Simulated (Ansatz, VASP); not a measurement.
## V: VASP beside Ansatz

```
CELL_PARAMETERS angstrom
4.23854 0.00000 0.00000
-2.11927 3.67068 0.00000
0.00000 0.00000 19.46080
ATOMIC_POSITIONS crystal
V 0.83333 0.16667 0.42278
V 0.16667 0.83333 0.46492
V 0.50000 0.50000 0.50000
V 0.83333 0.16667 0.53508
V 0.16667 0.83333 0.57722
```

Alike in both runs: functional PBE; k mesh 9 × 9 × 1; occupations fermi-dirac, width 0.05 eV; no spin polarisation.

Ansatz relaxed the structure, and its values are those at the end. VASP's run is a single point on that final structure, the one shown.

|  | VASP | Ansatz |
| --- | --- | --- |
| version | VASP 6.6.1 | Ansatz 0.2.0 |
| potentials or method | VASP PAW PBE potentials, release 64 (V_sv) | PAW with Ansatz's default frozen-core files, scalar-relativistic |
| plane-wave cutoff (eV) | 400 | 420 |
| valence electrons in the cell | 65 | 65 |

|  | VASP | Ansatz | Ansatz less VASP |
| --- | --- | --- | --- |
| rms of the force components (eV/Å) | 0.060 | 0.000 | -0.0600 |

The functional is the same, so the differences come from potentials, cutoffs and numerics. Ansatz's warnings: stress scf threshold loose, xc potential rough in thin density.
